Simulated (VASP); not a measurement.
Runs of VASP 6.6.1 on GaN. The structure is that of space group P6_3mc (No. 186), or close to it. The cells are those of the table. 

```csv
cell,gap on the mesh (eV),pressure (GPa),largest force (eV/Å)
"a = 3.085, b = 3.085, c = 5.089 Å, angles 90.0, 90.0, 120.0°, 4 atoms",(b),25.4,0.09
"a = 3.085, b = 3.085, c = 5.243 Å, angles 90.0, 90.0, 120.0°, 4 atoms",2.10,18.0,0.42
"a = 3.085, b = 3.085, c = 5.011 Å, angles 90.0, 90.0, 120.0°, 4 atoms",(a),29.7,0.16
"a = 3.085, b = 3.085, c = 5.321 Å, angles 90.0, 90.0, 120.0°, 4 atoms",1.93,(c),0.52
"a = 3.085, b = 3.085, c = 5.166 Å, angles 90.0, 90.0, 120.0°, 4 atoms",2.27,21.5,0.29
```

Alike in all rows: task single point; level PBE; potentials or basis VASP PAW PBE potentials, release 64 (Ga_d, N); no spin polarisation; k mesh 12 × 12 × 6; cutoff (eV) 520; smearing gaussian 0.05 eV.

**Question.** Fill in the values left out.

**Answer.** (a) 2.59; (b) 2.44; (c) 14.9.

Caveats: the cell stands under pressure (at least some runs); the stress differs along the axes, from 6 to 24 GPa (at least some runs); the stress differs along the axes, from -0 to 22 GPa (at least some runs); the stress differs along the axes, from 14 to 25 GPa (at least some runs).

A k mesh can miss the band edges, and the runs leave out spin-orbit coupling on Ga.
